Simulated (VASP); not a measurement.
# GaSb (Immm) in VASP: single point with r2SCAN

Aim: the single point of GaSb with r2SCAN.

Program: VASP 6.6.1. These are calculated values, not measurements. Logs are shortened: lines on timing, memory, paths and dates and some standing lists are left out, and cuts for length are marked.

## Step 1: The cell of the first run

It takes space group Immm (No. 71, orthorhombic). Conventional cell: a = 3.112 Å, b = 5.350 Å, c = 5.787 Å, α = 90.00°, β = 90.00°, γ = 90.00°. Within 3.8 Å of Ga (site symmetry mmm) lie 6 Sb at 2.89 to 3.09 Å and 2 Ga at 3.11 Å. Within 3.8 Å of Sb (site symmetry mmm) lie 6 Ga at 2.89 to 3.09 Å and 2 Sb at 3.11 Å.

## Step 2: Single point, r2SCAN

POSCAR reads:

```
GaSb
1.0
   -1.5559010000      2.6750030000      2.8933130000
    1.5559010000     -2.6750030000      2.8933130000
    1.5559010000      2.6750030000     -2.8933130000
Ga Sb
1 1
Direct
    0.0000000000      0.0000000000      0.0000000000
    0.5000000000      0.5000000000      0.0000000000
```

INCAR.step1 reads:

```
SYSTEM = GaSb
PREC = Accurate
ENCUT = 520
ISMEAR = 0
SIGMA = 0.15
LREAL = .FALSE.
LASPH = .TRUE.
NELM = 60
NBANDS = 16
GGA = PE
ALGO = Normal
EDIFF = 1E-4
LWAVE = .TRUE.
LCHARG = .FALSE.
```

INCAR.step2 reads:

```
SYSTEM = GaSb
PREC = Accurate
ENCUT = 520
EDIFF = 1E-6
ISMEAR = 0
SIGMA = 0.15
LREAL = .FALSE.
LASPH = .TRUE.
NELM = 60
ALGO = Normal
ISIF = 2
LWAVE = .FALSE.
LCHARG = .FALSE.
METAGGA = R2SCAN
LMIXTAU = .TRUE.
NBANDS = 16
ISTART = 1
```

KPOINTS reads:

```
regular mesh
0
G
  20 20 20
  0 0 0
```

Potentials or basis: VASP PAW PBE potentials, release 64 (Ga_d, Sb).

Command:

```
$ cat potpaw_PBE.64/Ga_d/POTCAR potpaw_PBE.64/Sb/POTCAR > POTCAR
$ cp INCAR.step1 INCAR
$ mpirun -np 1 vasp_std > vasp.out
$ cp INCAR.step2 INCAR
$ mpirun -np 1 vasp_std > vasp.out
```

OUTCAR:

```text
SYSTEM = GaSb
   PREC = Accurate
   ENCUT = 520
   EDIFF = 1E-6
   ISMEAR = 0
   LREAL = .FALSE.
   LASPH = .TRUE.
   NELM = 60
   ISIF = 2
   METAGGA = R2SCAN
   ISTART = 1

 ion  position               nearest neighbor table
   1  0.000  0.000  0.000-   2 2.89   2 2.89   2 3.09   2 3.09   2 3.09   2 3.09
   2  0.500  0.500  0.000-   1 2.89   1 2.89   1 3.09   1 3.09   1 3.09   1 3.09

  LATTYP: Found a body centered orthorhombic cell.
 ALAT       =     3.1118020000
 B/A-ratio  =     1.7192629865
 C/A-ratio  =     1.8595739703

  Lattice vectors:

 A1 = (  -1.5559010000,   2.6750030000,   2.8933130000)
 A2 = (   1.5559010000,  -2.6750030000,   2.8933130000)
 A3 = (   1.5559010000,   2.6750030000,  -2.8933130000)

Analysis of symmetry for initial positions (statically):
=====================================================================
 Subroutine PRICEL returns:
 Original cell was already a primitive cell.

 Routine SETGRP: Setting up the symmetry group for a
 body centered orthorhombic supercell.

 Subroutine GETGRP returns: Found  8 space group operations
 (whereof  8 operations were pure point group operations)
 out of a pool of  8 trial point group operations.

The static configuration has the point symmetry D_2h.

Analysis of symmetry for dynamics (positions and initial velocities):
=====================================================================
 Subroutine PRICEL returns:
 Original cell was already a primitive cell.

 Routine SETGRP: Setting up the symmetry group for a
 body centered orthorhombic supercell.

 Subroutine GETGRP returns: Found  8 space group operations
 (whereof  8 operations were pure point group operations)
 out of a pool of  8 trial point group operations.

The dynamic configuration has the point symmetry D_2h.

 Subroutine INISYM returns: Found  8 space group operations
 (whereof  8 operations are pure point group operations),
 and found     1 'primitive' translations

----------------------------------------------------------------------------------------

                                     Primitive cell

  volume of cell :      48.1683

  direct lattice vectors                    reciprocal lattice vectors
    -1.555901000  2.675003000  2.893313000     0.000000000  0.186915678  0.172812274
     1.555901000 -2.675003000  2.893313000     0.321357207  0.000000000  0.172812274
     1.555901000  2.675003000 -2.893313000     0.321357207  0.186915678  0.000000000

  length of vectors
     4.236476022  4.236476022  4.236476022     0.254561491  0.364876057  0.371763265

  position of ions in fractional coordinates (direct lattice)
     0.000000000  0.000000000  0.000000000
     0.500000000  0.500000000  0.000000000

  ion indices of the primitive-cell ions
   primitive index   ion index
                 1           1
                 2           2

----------------------------------------------------------------------------------------

 KPOINTS: regular mesh

Automatic generation of k-mesh.
 Grid dimensions read from file:
 generate k-points for:   20   20   20

 Generating k-lattice:

  Cartesian coordinates                     Fractional coordinates (reciprocal lattice)
     0.000000000  0.009345784  0.008640614     0.050000000  0.000000000 -0.000000000
     0.016067860  0.000000000  0.008640614     0.000000000  0.050000000 -0.000000000
     0.016067860  0.009345784  0.000000000     0.000000000  0.000000000  0.050000000

  Length of vectors
     0.012728075  0.018243803  0.018588163

  Shift w.r.t. Gamma in fractional coordinates (k-lattice)
     0.000000000  0.000000000  0.000000000

 Subroutine IBZKPT returns following result:
 ===========================================

 Found   1166 irreducible k-points:

 Following reciprocal coordinates:
            Coordinates               Weight
  0.000000  0.000000  0.000000      1.000000
  0.050000  0.000000 -0.000000      4.000000
  0.100000  0.000000 -0.000000      4.000000
  0.150000  0.000000 -0.000000      4.000000
  0.200000  0.000000 -0.000000      4.000000
  0.250000  0.000000 -0.000000      4.000000
[... 16 lines left out ...]
 -0.450000  0.050000  0.000000      8.000000
 -0.400000  0.050000  0.000000      8.000000
 [... further k-points ...]
   k-points           NKPTS =   1166   k-points in BZ     NKDIM =   1166   number of bands    NBANDS=     16
   number of dos      NEDOS =    301   number of ions     NIONS =      2
   total plane-waves  NPLWV =  32768
   dimension x,y,z NGX =    32 NGY =   32 NGZ =   32
   dimension x,y,z NGXF=    64 NGYF=   64 NGZF=   64
   ions per type =               1   1
   NGX,Y,Z   is equivalent  to a cutoff of  12.56, 12.56, 12.56 a.u.
   NGXF,Y,Z  is equivalent  to a cutoff of  25.11, 25.11, 25.11 a.u.
 SYSTEM =  GaSb
   PREC   = accura    normal or accurate (medium, high low for compatibility)
   ISTART =      1    job   : 0-new  1-cont  2-samecut
   ICHARG =      0    charge: 1-file 2-atom 10-const
   ISPIN  =      1    spin polarized calculation?
   LNONCOLLINEAR =      F non collinear calculations
   LSORBIT =      F    spin-orbit coupling
   LASPH  =      T    aspherical Exc in radial PAW
   ENCUT  =  520.0 eV  38.22 Ry    6.18 a.u.   7.88  7.88  7.88*2*pi/ulx,y,z
   NELM   =     60;   NELMIN=  2; NELMDL=  0     # of ELM steps
   EDIFF  = 0.1E-05   stopping-criterion for ELM
   LREAL  =      F    real-space projection
   EDIFFG = 0.1E-04   stopping-criterion for IOM
   NSW    =      0    number of steps for IOM
   IBRION =     -1    ionic relax: 0-MD 1-quasi-New 2-CG
   NFREE  =      0    steps in history (QN), initial steepest desc. (CG)
   ISIF   =      2    stress and relaxation
   ISYM   =      2    0-nonsym 1-usesym 2-fastsym
   POTIM  = 0.5000    time-step for ionic-motion
   TEBEG  =    0.0;   TEEND  =   0.0 temperature during run
   PSTRESS=    0.0 pullay stress
   NELECT =      18.0000    total number of electrons
   NUPDOWN=      -1.0000    fix difference up-down
   EMIN   =  10.00;   EMAX   =-10.00  energy-range for DOS
   EFERMI =   0.00;   METHOD = LEGACY
   ISMEAR =     0;   SIGMA  =   0.15  broadening in eV -4-tet -1-fermi 0-gaus
   EFERMI_NEDOS =   21; number of points for ismear=-14 and -15
   IALGO  =     38    algorithm
   IMIX   =      4    mixing-type and parameters
     AMIX     =   0.40;   BMIX     =  1.00
     AMIX_MAG =   1.60;   BMIX_MAG =  1.00
  volume/ion in A,a.u.               =      24.08       162.53
  Fermi-wavevector in a.u.,A,eV,Ry     =   1.179176  2.228319 18.918287  1.390455
  Thomas-Fermi vector in A             =   2.315491
   LORBIT       =      0    0 simple, 1 ext, 2 COOP (PROOUT), +10 PAW based schemes
   METAGGA = R2SCAN    functional components
   LHFCALC =     F    Hartree Fock is set to
   AEXX    =    0.0000 exact exchange contribution
   IVDW    =     0    specifies the selected vdW correction
   LEPSILON=     F    determine dielectric tensor
   LRPA    =     F    only Hartree local field effects (RPA)
 non-spin polarized calculation
 Gauss-broadening in eV      SIGMA  =   0.15
  energy-cutoff  :      520.00
  volume of cell :       48.17
 maximum number of plane-waves:      1324
   NGX = 15   NGY = 15   NGZ = 15

 number of electron      17.9999989 magnetization

 Free energy of the ion-electron system (eV)
  ---------------------------------------------------
  ext. energy  EPLUGINS =         0.00000000
  ---------------------------------------------------
  free energy    TOTEN  =       -36.96679183 eV

  energy without entropy =      -36.95857658  energy(sigma->0) =      -36.96268420

 E-fermi :   6.5026     XC(G=0): -10.9626

 val. band max:        6.5020871154   @ k =   0.3500   0.4000   0.0000
 cond. band min:       6.5039990464   @ k =  -0.3000  -0.2000   0.1000
 fundamental gap:      0.0019119310
 Fermi energy:         6.5025843267

 k-point     1 :       0.0000    0.0000    0.0000
  band No.  band energies     occupation
      1      -9.0009      2.00000
      2      -8.9047      2.00000
      3      -8.8972      2.00000
      4      -8.8843      2.00000
      5      -8.8466      2.00000
      6      -6.0410      2.00000
[... 8 lines left out ...]
     15      15.9394      0.00000
     16      17.3179      0.00000

 k-point     2 :       0.0500    0.0000   -0.0000
  band No.  band energies     occupation
      1      -9.0007      2.00000
      2      -8.9053      2.00000
      3      -8.8969      2.00000
      4      -8.8843      2.00000
      5      -8.8466      2.00000
      6      -6.0186      2.00000
[... 8 lines left out ...]
     15      16.1999      0.00000
     16      17.2641      0.00000

 k-point     3 :       0.1000    0.0000   -0.0000
  band No.  band energies     occupation
      1      -9.0003      2.00000
      2      -8.9068      2.00000
      3      -8.8960      2.00000
      4      -8.8843      2.00000
      5      -8.8464      2.00000
      6      -5.9516      2.00000
[... 8 lines left out ...]
     15      16.6574      0.00000
     16      17.2714      0.00000

 k-point     4 :       0.1500    0.0000   -0.0000
  band No.  band energies     occupation
      1      -8.9997      2.00000
      2      -8.9091      2.00000
      3      -8.8947      2.00000
      4      -8.8842      2.00000
      5      -8.8462      2.00000
      6      -5.8411      2.00000
[... 8 lines left out ...]
     15      16.6733      0.00000
     16      17.7846      0.00000
[... 324 lines left out ...]
 k-point    22 :       0.5000    0.0500   -0.0000
  band No.  band energies     occupation
      1      -8.9920      2.00000
      2      -8.9256      2.00000
      3      -8.8864      2.00000
      4      -8.8851      2.00000
      5      -8.8460      2.00000
      6      -4.5251      2.00000
[... 8 lines left out ...]
     15      17.4649      0.00000
     16      18.4620      0.00000

 k-point    23 :      -0.4500    0.0500    0.0000
  band No.  band energies     occupation
      1      -8.9922      2.00000
      2      -8.9246      2.00000
      3      -8.8865      2.00000
      4      -8.8856      2.00000
      5      -8.8461      2.00000
      6      -4.6539      2.00000
[... 8 lines left out ...]
     15      17.0951      0.00000
     16      17.6883      0.00000

 k-point    24 :      -0.4000    0.0500    0.0000
  band No.  band energies     occupation
      1      -8.9926      2.00000
      2      -8.9226      2.00000
      3      -8.8872      2.00000
      4      -8.8860      2.00000
      5      -8.8463      2.00000
      6      -4.8651      2.00000
[... 8 lines left out ...]
     15      16.6076      0.00000
     16      17.6645      0.00000

 [... further k-points ...]
[... 5 lines left out ...]
  --------------------------------------------------------------------------------------
  -------------------------------------------------------------------------------------
  Total       -0.0016634     -0.7649192     -0.7689181      0.0000000      0.0000000      0.0000000
  in kB       -0.0553284    -25.4427774    -25.5757882      0.0000000      0.0000000      0.0000000
  external PRESSURE =     -17.0246313 kB  Pullay stress =       0.0000000 kB

 VOLUME and BASIS-vectors are now :
 -----------------------------------------------------------------------------
  energy-cutoff  :      520.00
  volume of cell :       48.17
      direct lattice vectors                 reciprocal lattice vectors
    -1.555901000  2.675003000  2.893313000     0.000000000  0.186915678  0.172812274
     1.555901000 -2.675003000  2.893313000     0.321357207  0.000000000  0.172812274
     1.555901000  2.675003000 -2.893313000     0.321357207  0.186915678  0.000000000

 POSITION                                       TOTAL-FORCE (eV/Angst)
 -----------------------------------------------------------------------------------
      0.00000      0.00000      0.00000        -0.000000     -0.000000     -0.000000
      0.00000      0.00000      2.89331         0.000000      0.000000      0.000000
 -----------------------------------------------------------------------------------
    total drift:                                0.000000      0.000000     -0.000000

  FREE ENERGIE OF THE ION-ELECTRON SYSTEM (eV)
  ---------------------------------------------------
  free  energy   TOTEN  =       -36.9667918263 eV

  energy  without entropy=      -36.9585765793  energy(sigma->0) =      -36.96268420
```

Wall time 41 min (1 thread of Oxide Virtual Turin-like, shared host); peak memory 0.93 GiB.

Results:

```
Free energy            : -36.9668 eV
Pressure               : -1.7 GPa
Band gap on the k mesh : zero (bands 9 and 10 overlap by 4.95 eV)
```

Levels at points of the mesh, in eV from the Fermi level:
```
           k point  band 6  band 7  band 8  band 9  band 10  band 11  band 12  band 13
(0.00, 0.00, 0.00)  -12.54   -3.22   -2.41   -1.92     3.75     5.65     6.46     7.93
(0.50, 0.00, 0.00)  -11.06   -8.45   -0.34    1.54     2.24     2.78     5.06     7.36
(0.00, 0.50, 0.00)   -8.37   -6.34   -2.18   -0.47    -0.36     1.16     3.06     3.91
(0.50, 0.50, 0.00)   -8.33   -5.33   -3.03   -2.31    -1.91     3.69     4.03     6.83
(0.50, 0.50, 0.50)   -9.97   -6.22   -5.34   -5.09     3.44     7.48    10.13    10.90
```

Caveat: the PAW data sets were made with another functional, which shifts forces and pressure a little; spin-orbit coupling is left out, which moves the levels of the heavy elements.
